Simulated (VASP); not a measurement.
# TiNb3B (Pm-3m) in VASP: a series of runs, part 3 of 3

VASP 6.6.1. Earlier steps stand in the parts before.

**6. Relaxation of cell and atoms, PBE**

INCAR reads:

```
  PREC = Accurate
  ENCUT = 600
  EDIFF = 1E-6
  ISMEAR = 0
  SIGMA = 0.1
  LREAL = False
  LASPH = True
  NELM = 60
  ALGO = Fast
  ISIF = 3
  LWAVE = False
  LCHARG = False
  GGA = PE
  IBRION = 2
  NSW = 100
  EDIFFG = -0.01
```

KPOINTS reads:

```
regular mesh
0
Gamma
  8 8 8
```

POSCAR reads:

```
TiNb3B
1.0
    4.3940337362      0.0000000000      0.0000000000
    0.0000000000      4.3940337362      0.0000000000
    0.0000000000      0.0000000000      4.3940337362
Ti Nb B
1 3 1
Direct
    0.0000000000      0.0000000000      0.0000000000
    0.0000000000      0.5000000000      0.5000000000
    0.5000000000      0.0000000000      0.5000000000
    0.5000000000      0.5000000000      0.0000000000
    0.5000000000      0.5000000000      0.5000000000
```

Potentials or basis: VASP PAW PBE potentials, release 64 (Ti_sv, Nb_sv, B).

The run is started by

```bash
$ cat potpaw_PBE.64/Ti_sv/POTCAR potpaw_PBE.64/Nb_sv/POTCAR potpaw_PBE.64/B/POTCAR > POTCAR
$ mpirun -np 1 vasp_std > vasp.out
```

OUTCAR:

```text
PREC = Accurate
   ENCUT = 600
   EDIFF = 1E-6
   ISMEAR = 0
   LREAL = False
   LASPH = True
   NELM = 60
   ISIF = 3
   GGA = PE
   IBRION = 2
   NSW = 100
   EDIFFG = -0.01

 ion  position               nearest neighbor table
   1  0.000  0.000  0.000-
   2  0.000  0.500  0.500-   5 2.20   5 2.20
   3  0.500  0.000  0.500-   5 2.20   5 2.20
   4  0.500  0.500  0.000-   5 2.20   5 2.20
   5  0.500  0.500  0.500-   2 2.20   3 2.20   4 2.20   4 2.20   3 2.20   2 2.20

  LATTYP: Found a simple cubic cell.
 ALAT       =     4.3940337362

  Lattice vectors:

 A1 = (   4.3940337362,   0.0000000000,   0.0000000000)
 A2 = (   0.0000000000,   4.3940337362,   0.0000000000)
 A3 = (   0.0000000000,   0.0000000000,   4.3940337362)

Analysis of symmetry for initial positions (statically):
=====================================================================
 Subroutine PRICEL returns:
 Original cell was already a primitive cell.

 Routine SETGRP: Setting up the symmetry group for a
 simple cubic supercell.

 Subroutine GETGRP returns: Found 48 space group operations
 (whereof 48 operations were pure point group operations)
 out of a pool of 48 trial point group operations.

The static configuration has the point symmetry O_h .

Analysis of symmetry for dynamics (positions and initial velocities):
=====================================================================
 Subroutine PRICEL returns:
 Original cell was already a primitive cell.

 Routine SETGRP: Setting up the symmetry group for a
 simple cubic supercell.

 Subroutine GETGRP returns: Found 48 space group operations
 (whereof 48 operations were pure point group operations)
 out of a pool of 48 trial point group operations.

The dynamic configuration has the point symmetry O_h .

 Subroutine INISYM returns: Found 48 space group operations
 (whereof 48 operations are pure point group operations),
 and found     1 'primitive' translations
[... 127 lines left out ...]
   LHFCALC =     F    Hartree Fock is set to
   AEXX    =    0.0000 exact exchange contribution
   IVDW    =     0    specifies the selected vdW correction
   LEPSILON=     F    determine dielectric tensor
   LRPA    =     F    only Hartree local field effects (RPA)
 conjugate gradient relaxation of ions
 non-spin polarized calculation
 RMM-DIIS sequential band-by-band and
 Gauss-broadening in eV      SIGMA  =   0.10
  energy-cutoff  :      600.00
  volume of cell :       84.84
 maximum number of plane-waves:      2897
 NGX is ok and might be reduce to    36
   NGX = 17   NGY = 17   NGZ = 17

--------------------------------------- Ionic step        1  -------------------------------------------

 number of electron      54.0000001 magnetization

 Free energy of the ion-electron system (eV)
  ---------------------------------------------------
  ext. energy  EPLUGINS =         0.00000000
  ---------------------------------------------------
  free energy    TOTEN  =       -44.92523722 eV

  energy without entropy =      -44.89528257  energy(sigma->0) =      -44.91025989

------------------------ aborting loop EDIFF was not reached (unconverged)  ----------------------------

  FORCE on cell =-STRESS in cart. coord.  units (eV):
  Direction    XX          YY          ZZ          XY          YZ          ZX
  --------------------------------------------------------------------------------------
  -------------------------------------------------------------------------------------
  Total       -0.1263419     -0.1263419     -0.1263419      0.0000000      0.0000000     -0.0000000
  in kB       -2.3859864     -2.3859864     -2.3859864      0.0000000      0.0000000     -0.0000000
  external PRESSURE =      -2.3859864 kB  Pullay stress =       0.0000000 kB
[... 104 lines left out ...]
--------------------------------------- Ionic step        4  -------------------------------------------

 number of electron      54.0000001 magnetization

 Free energy of the ion-electron system (eV)
  ---------------------------------------------------
  ext. energy  EPLUGINS =         0.00000000
  ---------------------------------------------------
  free energy    TOTEN  =       -44.92556859 eV

  energy without entropy =      -44.89558424  energy(sigma->0) =      -44.91057642

 E-fermi :   9.1602     XC(G=0): -11.8112

 val. band max:        9.1575589750   @ k =   0.2500   0.1250   0.0000
 cond. band min:       9.1658439208   @ k =   0.5000   0.5000   0.1250
 fundamental gap:      0.0082849458
 Fermi energy:         9.1601842702

 k-point     1 :       0.0000    0.0000    0.0000
  band No.  band energies     occupation
      1     -47.7966      2.00000
      2     -45.5211      2.00000
      3     -45.3985      2.00000
      4     -45.3985      2.00000
      5     -24.0248      2.00000
      6     -24.0248      2.00000
[... 829 lines left out ...]
     31      10.3386      0.00000
     32      10.3906      0.00000

 [... further k-points ...]

------------------------ aborting loop because EDIFF is reached ----------------------------------------

  FORCE on cell =-STRESS in cart. coord.  units (eV):
  Direction    XX          YY          ZZ          XY          YZ          ZX
  --------------------------------------------------------------------------------------
  -------------------------------------------------------------------------------------
  Total        0.0054343      0.0054343      0.0054343     -0.0000000      0.0000000     -0.0000000
  in kB        0.1027651      0.1027651      0.1027651     -0.0000000      0.0000000     -0.0000000
  external PRESSURE =       0.1027651 kB  Pullay stress =       0.0000000 kB
[... 20 lines left out ...]
  FREE ENERGIE OF THE ION-ELECTRON SYSTEM (eV)
  ---------------------------------------------------
  free  energy   TOTEN  =       -44.9255685922 eV

  energy  without entropy=      -44.8955842414  energy(sigma->0) =      -44.91057642

 reached required accuracy - stopping structural energy minimisation
```

OSZICAR:

```text
N       E                     dE             d eps       ncg     rms          rms(c)
DAV:   1     0.803771640769E+03    0.80377E+03   -0.30906E+04  2240   0.202E+03
DAV:   2     0.418055660068E+02   -0.76197E+03   -0.75250E+03  2368   0.725E+02
DAV:   3    -0.455723954445E+02   -0.87378E+02   -0.85899E+02  3744   0.193E+02
DAV:   4    -0.532254282703E+02   -0.76530E+01   -0.74408E+01  3280   0.521E+01
[... 84 lines left out ...]
RMM:   3    -0.449256080752E+02    0.10929E-03   -0.75093E-04  2995   0.210E-01    0.570E-02
RMM:   4    -0.449255677723E+02    0.40303E-04   -0.37116E-04  3071   0.133E-01    0.263E-02
RMM:   5    -0.449255671473E+02    0.62493E-06   -0.78678E-05  3301   0.571E-02    0.728E-03
RMM:   6    -0.449255683539E+02   -0.12066E-05   -0.25509E-05  2955   0.278E-02    0.476E-03
RMM:   7    -0.449255685922E+02   -0.23825E-06   -0.79302E-06  2370   0.170E-02
   4 F= -.44925569E+02 E0= -.44910576E+02  d E =-.331372E-03
```

CONTCAR:

```text
TiNb3B
   1.00000000000000
     4.3920795232241181    0.0000000000000000   -0.0000000000000000
     0.0000000000000000    4.3920795232241181   -0.0000000000000000
    -0.0000000000000000    0.0000000000000000    4.3920795232241181
  Ti              Nb              B
     1     3     1
Direct
     0.0000000000000000    0.0000000000000000    0.0000000000000000
     0.0000000000000000    0.5000000000000000    0.5000000000000000
     0.5000000000000000    0.0000000000000000    0.5000000000000000
     0.5000000000000000    0.5000000000000000    0.0000000000000000
     0.5000000000000000    0.5000000000000000    0.5000000000000000

  0.00000000E+00  0.00000000E+00  0.00000000E+00
  0.00000000E+00  0.00000000E+00  0.00000000E+00
  0.00000000E+00  0.00000000E+00  0.00000000E+00
  0.00000000E+00  0.00000000E+00  0.00000000E+00
  0.00000000E+00  0.00000000E+00  0.00000000E+00
```

Wall time 5.4 min (1 thread of AMD EPYC 9R45 (Zen 5), shared host); peak memory 0.26 GiB.

What came out:

```
Free energy                            : -44.9256 eV
Relaxed volume                         : 16.94 Å³/atom
Relaxed cell                           : a = 4.392 Å, b = 4.392 Å, c = 4.392 Å, α = 90.00°, β = 90.00°, γ = 90.00°
Space group after relaxing (to 0.05 Å) : Pm-3m (No. 221)
Energy gained by relaxing              : 0.1 meV/atom
Ionic steps                            : 4
Pressure after relaxing                : 0.0 GPa
Band gap on the k mesh                 : zero (band 27 reaches 9.63 eV, above the bottom of band 28 at 8.72 eV)
```

The path:
| step | energy change (eV) | largest force (eV/Å) | pressure (GPa) | volume (Å³) |
| --- | --- | --- | --- | --- |
| 1 | 0.0000 | 0.0000 | -0.24 | 84.84 |
| 2 | -0.0001 | 0.0000 | 0.37 | 84.53 |
| 3 | -0.0003 | 0.0000 | 0.20 | 84.63 |
| 4 | -0.0003 | 0.0000 | 0.01 | 84.72 |

Final structure:
```
CELL_PARAMETERS angstrom
4.39208 0.00000 0.00000
0.00000 4.39208 0.00000
0.00000 0.00000 4.39208
ATOMIC_POSITIONS crystal
Ti 0.00000 0.00000 0.00000
Nb 0.00000 0.50000 0.50000
Nb 0.50000 0.00000 0.50000
Nb 0.50000 0.50000 0.00000
B 0.50000 0.50000 0.50000
```

**7. The runs side by side**

| task | spin | cell | k mesh | cutoff (eV) | gap on the mesh (eV) | pressure (GPa) | relaxed volume (Å³/atom) |
| --- | --- | --- | --- | --- | --- | --- | --- |
| single point | off | a = 4.394 Å, 5 atoms | 4 × 4 × 4 | 520 | none | 0.0 | - |
| relaxation of cell and atoms | off | relaxed from a = 4.190 Å, 5 atoms | 4 × 4 × 4 | 600 | none | -0.2 | 16.99 |
| single point | off | a = 4.394 Å, 5 atoms | 8 × 8 × 8 | 520 | none | -0.2 | - |
| single point | collinear, ferromagnetic start | a = 4.394 Å, 5 atoms | 4 × 4 × 4 | 520 | none | 0.0 | - |
| relaxation of cell and atoms | off | relaxed from a = 4.394 Å, 5 atoms | 8 × 8 × 8 | 600 | none | 0.0 | 16.94 |

Alike in all rows: level PBE; potentials or basis VASP PAW PBE potentials, release 64 (Ti_sv, Nb_sv, B); smearing gaussian 0.1 eV.

Caveats: some runs use coarse meshes; the volume moved by over 15 % at a fixed basis, so the end points are rough (some runs).

Total energies depend on the potentials used, so only differences within one code and one set of settings carry meaning.
